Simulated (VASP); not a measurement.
WSe2:

```xyz
3
Lattice="3.2607 0.0000 0.0000 -1.6303 2.8238 0.0000 0.0000 0.0000 6.5094" Properties=species:S:1:pos:R:3 pbc="T T T"
W     0.0000    0.0000    0.0000
Se    0.0000    1.8825    1.7219
Se    1.6303    0.9413    4.7875
```

| Item | Value |
| --- | --- |
| Program | VASP 6.6.1 |
| Task | relaxation of cell and atoms |
| Functional | r2SCAN |
| Dispersion | rVV10 |
| Potentials or basis | VASP PAW PBE potentials, release 64 (W_sv, Se) |
| Cutoff | 600 eV |
| k mesh | 12 × 12 × 4 |
| Occupations | fermi-dirac, width 0.02 eV |
| Spin | no spin polarisation |

At the start: pressure 1.2 GPa; volume 19.98 Å³/atom.

Problem. How do energy, volume and symmetry change on relaxing?

Solution. Over 21 steps the energy falls by 8.2 meV/atom and the volume is 20.81 Å³/atom (+4.2 %); space group P-3m1 (No. 164, to 0.1 Å) before and after.

The path:
| step | energy change (eV) | largest force (eV/Å) | pressure (GPa) | volume (Å³) |
| --- | --- | --- | --- | --- |
| 1 | 0.0000 | 0.2601 | 1.17 | 59.93 |
| 2 | -0.0166 | 0.2591 | -0.44 | 61.21 |
| 3 | -0.0189 | 0.2870 | -1.50 | 62.19 |
| 4 | -0.0214 | 0.1349 | 0.68 | 61.94 |
| 5 | -0.0233 | 0.0373 | -0.18 | 62.04 |
| 6 | -0.0237 | 0.0286 | -0.01 | 61.93 |
| 7 | -0.0238 | 0.0196 | 0.18 | 61.83 |
| 8 | -0.0240 | 0.0470 | -0.01 | 61.91 |
| 9 | -0.0240 | 0.0589 | -0.08 | 61.95 |
| 10 | -0.0241 | 0.0505 | -0.04 | 61.97 |
| 11 | -0.0244 | 0.0227 | 0.12 | 62.01 |
| 12 | -0.0244 | 0.0102 | 0.20 | 62.03 |
| 13 | -0.0245 | 0.0222 | 0.05 | 62.18 |
| 14 | -0.0246 | 0.0321 | -0.07 | 62.29 |
| 15 | -0.0247 | 0.0105 | -0.01 | 62.36 |
| 16 | -0.0247 | 0.0011 | 0.03 | 62.39 |
| 17 | -0.0247 | 0.0028 | 0.00 | 62.42 |
| 18 | -0.0247 | 0.0086 | -0.10 | 62.49 |
| 19 | -0.0247 | 0.0058 | -0.08 | 62.46 |
| 20 | -0.0247 | 0.0039 | -0.05 | 62.44 |
| 21 | -0.0247 | 0.0031 | -0.01 | 62.43 |

Final structure:
```yaml
crystal:
  lattice:
    - [3.32537, 0.00000, 0.00000]
    - [-1.66269, 2.87986, 0.00000]
    - [0.00000, 0.00000, 6.51917]
  atoms:
    - { symbol: W, position: [0.00000, 0.00000, 0.00000] }
    - { symbol: Se, position: [0.33333, 0.66667, 0.25691] }
    - { symbol: Se, position: [0.66667, 0.33333, 0.74309] }
```

Caveat: the PAW data sets were made with another functional, which shifts forces and pressure a little.
